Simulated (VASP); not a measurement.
# GaP (F-43m) in VASP: notebook

Runs on GaP. Level: PBE. Tasks: single point.

Everything below comes from runs of VASP 6.6.1. Logs are shortened: lines on timing, memory, paths and dates and some standing lists are left out, and cuts for length are marked.

**1. The cell of the first run**

It takes space group F-43m (No. 216, cubic). The conventional cell has a = 5.520 Å, b = 5.520 Å, c = 5.520 Å, α = 90.00°, β = 90.00°, γ = 90.00°. Within 3.2 Å of Ga (site symmetry -43m) lie 4 P at 2.39 Å. Within 3.2 Å of P (site symmetry -43m) lie 4 Ga at 2.39 Å.

**2. Single point, PBE**

File INCAR:

```
  PREC = Accurate
  ENCUT = 500
  EDIFF = 1E-6
  ISMEAR = 0
  SIGMA = 0.05
  LREAL = F
  LASPH = T
  NELM = 120
  ALGO = Normal
  ISIF = 2
  LWAVE = F
  LCHARG = F
  GGA = PE
  NBANDS = 16
  GGA_COMPAT = F
```

File KPOINTS:

```
Automatic mesh
0
Gamma
  6 6 6
```

File POSCAR:

```
GaP
1.0
    0.0000000000      2.7598497568      2.7598497568
    2.7598497568      0.0000000000      2.7598497568
    2.7598497568      2.7598497568      0.0000000000
Ga P
1 1
Direct
    0.0000000000      0.0000000000      0.0000000000
    0.2500000000      0.2500000000      0.2500000000
```

Potentials or basis: VASP PAW PBE potentials, release 64 (Ga_d, P).

Started as:

```console
cat potpaw_PBE.64/Ga_d/POTCAR potpaw_PBE.64/P/POTCAR > POTCAR
mpirun -np 1 vasp_std > vasp.out
```

OUTCAR:

```text
PREC = Accurate
   ENCUT = 500
   EDIFF = 1E-6
   ISMEAR = 0
   LREAL = F
   LASPH = T
   NELM = 120
   ISIF = 2
   GGA = PE

 ion  position               nearest neighbor table
   1  0.000  0.000  0.000-   2 2.39   2 2.39   2 2.39   2 2.39
   2  0.250  0.250  0.250-   1 2.39   1 2.39   1 2.39   1 2.39

  LATTYP: Found a face centered cubic cell.
 ALAT       =     5.5196995136

  Lattice vectors:

 A1 = (   0.0000000000,   2.7598497568,   2.7598497568)
 A2 = (   2.7598497568,   0.0000000000,   2.7598497568)
 A3 = (   2.7598497568,   2.7598497568,   0.0000000000)

Analysis of symmetry for initial positions (statically):
=====================================================================
 Subroutine PRICEL returns:
 Original cell was already a primitive cell.

 Routine SETGRP: Setting up the symmetry group for a
 face centered cubic supercell.

 Subroutine GETGRP returns: Found 24 space group operations
 (whereof 24 operations were pure point group operations)
 out of a pool of 48 trial point group operations.

The static configuration has the point symmetry T_d .

Analysis of symmetry for dynamics (positions and initial velocities):
=====================================================================
 Subroutine PRICEL returns:
 Original cell was already a primitive cell.

 Routine SETGRP: Setting up the symmetry group for a
 face centered cubic supercell.

 Subroutine GETGRP returns: Found 24 space group operations
 (whereof 24 operations were pure point group operations)
 out of a pool of 48 trial point group operations.

The dynamic configuration has the point symmetry T_d .

 Subroutine INISYM returns: Found 24 space group operations
 (whereof 24 operations are pure point group operations),
 and found     1 'primitive' translations

----------------------------------------------------------------------------------------

                                     Primitive cell

  volume of cell :      42.0423

  direct lattice vectors                    reciprocal lattice vectors
     0.000000000  2.759849757  2.759849757    -0.181169282  0.181169282  0.181169282
     2.759849757  0.000000000  2.759849757     0.181169282 -0.181169282  0.181169282
     2.759849757  2.759849757  0.000000000     0.181169282  0.181169282 -0.181169282

  length of vectors
     3.903016956  3.903016956  3.903016956     0.313794402  0.313794402  0.313794402

  position of ions in fractional coordinates (direct lattice)
     0.000000000  0.000000000  0.000000000
     0.250000000  0.250000000  0.250000000

  ion indices of the primitive-cell ions
   primitive index   ion index
                 1           1
                 2           2

----------------------------------------------------------------------------------------

 KPOINTS: Automatic mesh

Automatic generation of k-mesh.
 Grid dimensions read from file:
 generate k-points for:    6    6    6

 Generating k-lattice:

  Cartesian coordinates                     Fractional coordinates (reciprocal lattice)
    -0.030194880  0.030194880  0.030194880     0.166666667  0.000000000  0.000000000
     0.030194880 -0.030194880  0.030194880     0.000000000  0.166666667  0.000000000
     0.030194880  0.030194880 -0.030194880     0.000000000  0.000000000  0.166666667

  Length of vectors
     0.052299067  0.052299067  0.052299067

  Shift w.r.t. Gamma in fractional coordinates (k-lattice)
     0.000000000  0.000000000  0.000000000

 Subroutine IBZKPT returns following result:
 ===========================================

 Found     16 irreducible k-points:

 Following reciprocal coordinates:
            Coordinates               Weight
  0.000000  0.000000  0.000000      1.000000
  0.166667  0.000000  0.000000      8.000000
  0.333333  0.000000  0.000000      8.000000
  0.500000  0.000000  0.000000      4.000000
  0.166667  0.166667  0.000000      6.000000
  0.333333  0.166667  0.000000     24.000000
[... 8 lines left out ...]
 -0.333333  0.333333  0.166667     24.000000
 -0.333333  0.500000  0.166667     12.000000
   k-points           NKPTS =     16   k-points in BZ     NKDIM =     16   number of bands    NBANDS=     16
   number of dos      NEDOS =    301   number of ions     NIONS =      2
   total plane-waves  NPLWV =  21952
   dimension x,y,z NGX =    28 NGY =   28 NGZ =   28
   dimension x,y,z NGXF=    56 NGYF=   56 NGZF=   56
   ions per type =               1   1
   NGX,Y,Z   is equivalent  to a cutoff of  11.93, 11.93, 11.93 a.u.
   NGXF,Y,Z  is equivalent  to a cutoff of  23.85, 23.85, 23.85 a.u.
 SYSTEM =  unknown system
   PREC   = accura    normal or accurate (medium, high low for compatibility)
   ISTART =      0    job   : 0-new  1-cont  2-samecut
   ICHARG =      2    charge: 1-file 2-atom 10-const
   ISPIN  =      1    spin polarized calculation?
   LNONCOLLINEAR =      F non collinear calculations
   LSORBIT =      F    spin-orbit coupling
   LASPH  =      T    aspherical Exc in radial PAW
   ENCUT  =  500.0 eV  36.75 Ry    6.06 a.u.   7.12  7.12  7.12*2*pi/ulx,y,z
   NELM   =    120;   NELMIN=  2; NELMDL= -5     # of ELM steps
   EDIFF  = 0.1E-05   stopping-criterion for ELM
   LREAL  =      F    real-space projection
   EDIFFG = 0.1E-04   stopping-criterion for IOM
   NSW    =      0    number of steps for IOM
   IBRION =     -1    ionic relax: 0-MD 1-quasi-New 2-CG
   NFREE  =      0    steps in history (QN), initial steepest desc. (CG)
   ISIF   =      2    stress and relaxation
   ISYM   =      2    0-nonsym 1-usesym 2-fastsym
   POTIM  = 0.5000    time-step for ionic-motion
   TEBEG  =    0.0;   TEEND  =   0.0 temperature during run
   PSTRESS=    0.0 pullay stress
   NELECT =      18.0000    total number of electrons
   NUPDOWN=      -1.0000    fix difference up-down
   EMIN   =  10.00;   EMAX   =-10.00  energy-range for DOS
   EFERMI =   0.00;   METHOD = LEGACY
   ISMEAR =     0;   SIGMA  =   0.05  broadening in eV -4-tet -1-fermi 0-gaus
   EFERMI_NEDOS =   21; number of points for ismear=-14 and -15
   IALGO  =     38    algorithm
   IMIX   =      4    mixing-type and parameters
     AMIX     =   0.40;   BMIX     =  1.00
     AMIX_MAG =   1.60;   BMIX_MAG =  1.00
  volume/ion in A,a.u.               =      21.02       141.86
  Fermi-wavevector in a.u.,A,eV,Ry     =   1.233872  2.331681 20.714067  1.522441
  Thomas-Fermi vector in A             =   2.368585
   LORBIT       =      0    0 simple, 1 ext, 2 COOP (PROOUT), +10 PAW based schemes
   GGA     = PE    functional components
   LHFCALC =     F    Hartree Fock is set to
   AEXX    =    0.0000 exact exchange contribution
   IVDW    =     0    specifies the selected vdW correction
   LEPSILON=     F    determine dielectric tensor
   LRPA    =     F    only Hartree local field effects (RPA)
 non-spin polarized calculation
 Gauss-broadening in eV      SIGMA  =   0.05
  energy-cutoff  :      500.00
  volume of cell :       42.04
 maximum number of plane-waves:      1090
   NGX = 15   NGY = 15   NGZ = 15

 number of electron      18.0000006 magnetization

 Free energy of the ion-electron system (eV)
  ---------------------------------------------------
  ext. energy  EPLUGINS =         0.00000000
  ---------------------------------------------------
  free energy    TOTEN  =        -9.11137150 eV

  energy without entropy =       -9.11137150  energy(sigma->0) =       -9.11137150

 E-fermi :   4.4894     XC(G=0):  -9.6587

 val. band max:        4.2802193082   @ k =   0.0000   0.0000   0.0000
 cond. band min:       5.7936372267   @ k =   0.0000   0.0000   0.0000
 fundamental gap:      1.5134179185
 Fermi energy:         4.4894497984

 k-point     1 :       0.0000    0.0000    0.0000
  band No.  band energies     occupation
      1     -10.2196      2.00000
      2     -10.2196      2.00000
      3     -10.2196      2.00000
      4     -10.1311      2.00000
      5     -10.1311      2.00000
      6      -7.9345      2.00000
[... 8 lines left out ...]
     15      14.0110      0.00000
     16      14.0110      0.00000

 k-point     2 :       0.1667    0.0000    0.0000
  band No.  band energies     occupation
      1     -10.2386      2.00000
      2     -10.2127      2.00000
      3     -10.2127      2.00000
      4     -10.1310      2.00000
      5     -10.1310      2.00000
      6      -7.5960      2.00000
[... 8 lines left out ...]
     15      13.2186      0.00000
     16      14.1704      0.00000

 k-point     3 :       0.3333    0.0000    0.0000
  band No.  band energies     occupation
      1     -10.2730      2.00000
      2     -10.2016      2.00000
      3     -10.2016      2.00000
      4     -10.1279      2.00000
      5     -10.1279      2.00000
      6      -6.6990      2.00000
[... 8 lines left out ...]
     15      13.8588      0.00000
     16      13.8625      0.00000

 k-point     4 :       0.5000    0.0000    0.0000
  band No.  band energies     occupation
      1     -10.2890      2.00000
      2     -10.1977      2.00000
      3     -10.1977      2.00000
      4     -10.1247      2.00000
      5     -10.1247      2.00000
      6      -5.9894      2.00000
[... 8 lines left out ...]
     15      15.8418      0.00000
     16      15.8418      0.00000

 k-point     5 :       0.1667    0.1667    0.0000
  band No.  band energies     occupation
      1     -10.2508      2.00000
      2     -10.2058      2.00000
      3     -10.2058      2.00000
      4     -10.1374      2.00000
      5     -10.1264      2.00000
      6      -7.4831      2.00000
[... 8 lines left out ...]
     15      14.4359      0.00000
     16      14.9293      0.00000

 k-point     6 :       0.3333    0.1667    0.0000
  band No.  band energies     occupation
      1     -10.2772      2.00000
      2     -10.1959      2.00000
      3     -10.1930      2.00000
      4     -10.1405      2.00000
      5     -10.1225      2.00000
      6      -6.7594      2.00000
[... 8 lines left out ...]
     15      14.9275      0.00000
     16      15.7743      0.00000

 k-point     7 :       0.5000    0.1667    0.0000
  band No.  band energies     occupation
      1     -10.2925      2.00000
      2     -10.1932      2.00000
      3     -10.1879      2.00000
      4     -10.1345      2.00000
      5     -10.1226      2.00000
      6      -5.8511      2.00000
[... 8 lines left out ...]
     15      15.8572      0.00000
     16      16.3439      0.00000

 k-point     8 :      -0.3333    0.1667    0.0000
  band No.  band energies     occupation
      1     -10.2859      2.00000
      2     -10.1950      2.00000
      3     -10.1921      2.00000
      4     -10.1301      2.00000
      5     -10.1281      2.00000
      6      -6.1156      2.00000
[... 8 lines left out ...]
     15      14.9090      0.00000
     16      16.5408      0.00000

 k-point     9 :      -0.1667    0.1667    0.0000
  band No.  band energies     occupation
      1     -10.2617      2.00000
      2     -10.2046      2.00000
      3     -10.2015      2.00000
      4     -10.1342      2.00000
      5     -10.1275      2.00000
      6      -7.0636      2.00000
[... 8 lines left out ...]
     15      14.3975      0.00000
     16      15.7081      0.00000

 k-point    10 :       0.3333    0.3333    0.0000
  band No.  band energies     occupation
      1     -10.3011      2.00000
      2     -10.1771      2.00000
      3     -10.1771      2.00000
      4     -10.1529      2.00000
      5     -10.1168      2.00000
      6      -6.2557      2.00000
[... 8 lines left out ...]
     15      15.6032      0.00000
     16      18.3905      0.00000

 k-point    11 :       0.5000    0.3333    0.0000
  band No.  band energies     occupation
      1     -10.3105      2.00000
      2     -10.1750      2.00000
      3     -10.1699      2.00000
      4     -10.1522      2.00000
      5     -10.1166      2.00000
      6      -5.4533      2.00000
[... 8 lines left out ...]
     15      16.0787      0.00000
     16      17.2621      0.00000

 k-point    12 :      -0.3333    0.3333    0.0000
  band No.  band energies     occupation
      1     -10.3006      2.00000
      2     -10.1856      2.00000
      3     -10.1759      2.00000
      4     -10.1403      2.00000
      5     -10.1249      2.00000
      6      -5.3645      2.00000
[... 8 lines left out ...]
     15      13.8086      0.00000
     16      19.0591      0.00000

 k-point    13 :       0.5000    0.5000    0.0000
  band No.  band energies     occupation
      1     -10.3226      2.00000
      2     -10.1623      2.00000
      3     -10.1623      2.00000
      4     -10.1615      2.00000
      5     -10.1121      2.00000
      6      -5.1398      2.00000
[... 8 lines left out ...]
     15      16.5909      0.00000
     16      17.1108      0.00000

 k-point    14 :       0.5000    0.3333    0.1667
  band No.  band energies     occupation
      1     -10.2945      2.00000
      2     -10.1893      2.00000
      3     -10.1795      2.00000
      4     -10.1431      2.00000
      5     -10.1216      2.00000
      6      -5.9646      2.00000
[... 8 lines left out ...]
     15      15.8704      0.00000
     16      17.3044      0.00000

 k-point    15 :      -0.3333    0.3333    0.1667
  band No.  band energies     occupation
      1     -10.3000      2.00000
      2     -10.1892      2.00000
      3     -10.1736      2.00000
      4     -10.1402      2.00000
      5     -10.1243      2.00000
      6      -5.3627      2.00000
[... 8 lines left out ...]
     15      16.5167      0.00000
     16      16.8311      0.00000

 k-point    16 :      -0.3333    0.5000    0.1667
  band No.  band energies     occupation
      1     -10.3100      2.00000
      2     -10.1794      2.00000
      3     -10.1663      2.00000
      4     -10.1489      2.00000
      5     -10.1195      2.00000
      6      -5.0808      2.00000
[... 8 lines left out ...]
     15      16.0109      0.00000
     16      17.6420      0.00000

------------------------ aborting loop because EDIFF is reached ----------------------------------------

  FORCE on cell =-STRESS in cart. coord.  units (eV):
  Direction    XX          YY          ZZ          XY          YZ          ZX
  --------------------------------------------------------------------------------------
  -------------------------------------------------------------------------------------
  Total       -0.1628666     -0.1628666     -0.1628666      0.0000000      0.0000000      0.0000000
  in kB       -6.2066351     -6.2066351     -6.2066351      0.0000000      0.0000000      0.0000000
  external PRESSURE =      -6.2066351 kB  Pullay stress =       0.0000000 kB

 VOLUME and BASIS-vectors are now :
 -----------------------------------------------------------------------------
  energy-cutoff  :      500.00
  volume of cell :       42.04
      direct lattice vectors                 reciprocal lattice vectors
     0.000000000  2.759849757  2.759849757    -0.181169282  0.181169282  0.181169282
     2.759849757  0.000000000  2.759849757     0.181169282 -0.181169282  0.181169282
     2.759849757  2.759849757  0.000000000     0.181169282  0.181169282 -0.181169282

 POSITION                                       TOTAL-FORCE (eV/Angst)
 -----------------------------------------------------------------------------------
      0.00000      0.00000      0.00000         0.000000      0.000000      0.000000
      1.37992      1.37992      1.37992        -0.000000     -0.000000     -0.000000
 -----------------------------------------------------------------------------------
    total drift:                                0.000001      0.000001      0.000001

  FREE ENERGIE OF THE ION-ELECTRON SYSTEM (eV)
  ---------------------------------------------------
  free  energy   TOTEN  =        -9.1113715049 eV

  energy  without entropy=       -9.1113715048  energy(sigma->0) =       -9.11137150
```

It took 13 s on 1 thread of AMD EPYC 7R13, shared host; peak memory 0.13 GiB.

What came out:

* Free energy: -9.1114 eV
* Pressure: -0.6 GPa
* Band gap on the k mesh: 1.51 eV, direct

**3. Single point, PBE (volume scaled by 1.000 of the coarse rest volume)**

File INCAR:

```
SYSTEM = GaP
  ALGO = Normal
  EDIFF = 1E-6
  ENCUT = 500
  GGA = PE
  GGA_COMPAT = .False.
  ISIF = 2
  ISMEAR = 0
  LASPH = .True.
  LCHARG = .True.
  LELF = .True.
  LREAL = .False.
  LVHAR = .True.
  LWAVE = .False.
  NBANDS = 16
  NELM = 120
  PREC = Accurate
  SIGMA = 0.02
```

File KPOINTS:

```
k-points
0
Gamma
  6 6 6
  0 0 0
```

File POSCAR:

```
GaP
1.0
    0.0000000000      2.7598000000      2.7598000000
    2.7598000000      0.0000000000      2.7598000000
    2.7598000000      2.7598000000      0.0000000000
Ga P
1 1
Direct
    0.0000000000      0.0000000000      0.0000000000
    0.2500000000      0.2500000000      0.2500000000
```

Potentials or basis: VASP PAW PBE potentials, release 64 (Ga_d, P).

Started as:

```console
cat potpaw_PBE.64/Ga_d/POTCAR potpaw_PBE.64/P/POTCAR > POTCAR
mpirun -np 1 vasp_std > vasp.out
```

It took 13 s on 1 thread of AMD EPYC 7R13, shared host; peak memory 0.13 GiB.

Results (log left out):

| Item | Value |
| --- | --- |
| Free energy | -9.1114 eV |
| Pressure | -0.6 GPa |
| Band gap on the k mesh | 1.51 eV, direct |

Levels at points of the mesh, in eV from the valence-band top:
| k point | band 7 | band 8 | band 9 | band 10 | band 11 | band 12 |
| --- | --- | --- | --- | --- | --- | --- |
| (0.00, 0.00, 0.00) | 0.00 | 0.00 | 0.00 | 1.51 | 3.89 | 3.89 |
| (0.50, 0.00, 0.00) | -6.42 | -1.06 | -1.06 | 1.56 | 4.72 | 4.72 |
| (0.50, 0.50, 0.00) | -6.58 | -2.55 | -2.55 | 1.73 | 1.85 | 10.31 |

 A k mesh can miss the band edges.
